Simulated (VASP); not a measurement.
BaTiO3:

```xyz
5
Lattice="3.9730 0.0000 0.0000 0.0000 3.9730 0.0000 0.0000 0.0000 3.9910" Properties=species:S:1:pos:R:3 pbc="T T T"
Ba    0.0000    0.0000    0.0000
Ti    1.9865    1.9865    1.9556
O     0.0000    1.9865    2.0634
O     1.9865    0.0000    2.0634
O     1.9865    1.9865    0.0758
```

Base run:

| Item | Value |
| --- | --- |
| Program | VASP 6.6.1 |
| Functional | revPBE |
| Dispersion | D3(BJ) |
| Potentials or basis | VASP PAW PBE potentials, release 64 (Ba_sv, Ti_sv, O) |
| Cutoff | 520 eV |
| k mesh | 7 × 7 × 7 |
| Occupations | fermi-dirac, width 0.05 eV |
| Spin | no spin polarisation |

Its results: band gap on the k mesh 1.94 eV, indirect (least direct gap 2.11 eV); pressure 4.6 GPa; largest force 0.145 eV/Å.

The run is repeated on the same cell with these changes: dispersion from D3(BJ) to D4. What comes out?

Band gap on the k mesh 1.94 eV, indirect (least direct gap 2.11 eV); pressure 5.4 GPa; largest force 0.186 eV/Å.

Caveats: the PAW data sets were made with another functional, which shifts forces and pressure a little; spin-orbit coupling is left out, which moves the levels of the heavy elements.

A k mesh can miss the band edges.
